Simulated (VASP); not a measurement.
Write the native input for VASP 6.6.1 that does the following.

```
Task                   : single point
Functional             : PBE
Potentials or basis    : VASP PAW PBE potentials, release 64 (Cs_sv)
Cutoff                 : 520 eV
k mesh                 : 6 × 6 × 6
Occupations            : gaussian, width 0.05 eV
Spin                   : no spin polarisation
Dipole correction      : no
Further INCAR settings : ALGO = Normal; EDIFF = 1e-06; NBANDS = 10
```

The structure of Cs lies in POSCAR:

```
Cs
1.0
   -3.0250000000      3.0250000000      3.0250000000
    3.0250000000     -3.0250000000      3.0250000000
    3.0250000000      3.0250000000     -3.0250000000
Cs
1
Direct
    0.0000000000      0.0000000000      0.0000000000
```

One way to write it, as run:

INCAR

```
SYSTEM = Cs
ALGO = Normal
EDIFF = 1E-6
ENCUT = 520
GGA = PE
ISIF = 2
ISMEAR = 0
LASPH = .True.
LCHARG = .False.
LREAL = .False.
LWAVE = .False.
NBANDS = 10
NELM = 100
PREC = Accurate
SIGMA = 0.05
```

KPOINTS

```
k-points
0
Gamma
  6 6 6
  0 0 0
```

Potentials or basis: VASP PAW PBE potentials, release 64 (Cs_sv).

Command:

```sh
$ cat potpaw_PBE.64/Cs_sv/POTCAR > POTCAR
$ mpirun -np 1 vasp_std > vasp.out
```

It gave:

- Pressure: 0.1 GPa

Run time: 5.5 s on 1 thread of Intel(R) Xeon(R) 6975P-C (Granite Rapids), with other jobs on the host, peak memory 0.23 GiB.
